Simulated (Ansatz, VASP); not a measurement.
## Rb in VASP and in Ansatz

```
CELL_PARAMETERS angstrom
0.00000 3.63988 3.63988
3.63988 0.00000 3.63988
3.63988 3.63988 0.00000
ATOMIC_POSITIONS crystal
Rb 0.00000 0.00000 0.00000
```

Alike in both runs: task single point; functional PBEsol; k mesh 8 × 8 × 8; occupations gaussian, width 0.05 eV; no spin polarisation.

|  | VASP | Ansatz |
| --- | --- | --- |
| version | VASP 6.6.1 | Ansatz 0.2.0 |
| potentials or method | VASP PAW PBE potentials, release 64 (Rb_sv), cutoff 520 eV | scalar-relativistic, plane waves, PAW |
| valence electrons in the cell | 9 | 9 |

```csv
,VASP,Ansatz,Ansatz less VASP
gap on the k mesh at the Fermi level (eV),none,none,-
pressure (GPa),-0.3,-0.3,0.00
```

VASP's potentials were made for PBE, not for PBEsol. A gap of «none» marks a metal or a gap that the smearing closes.
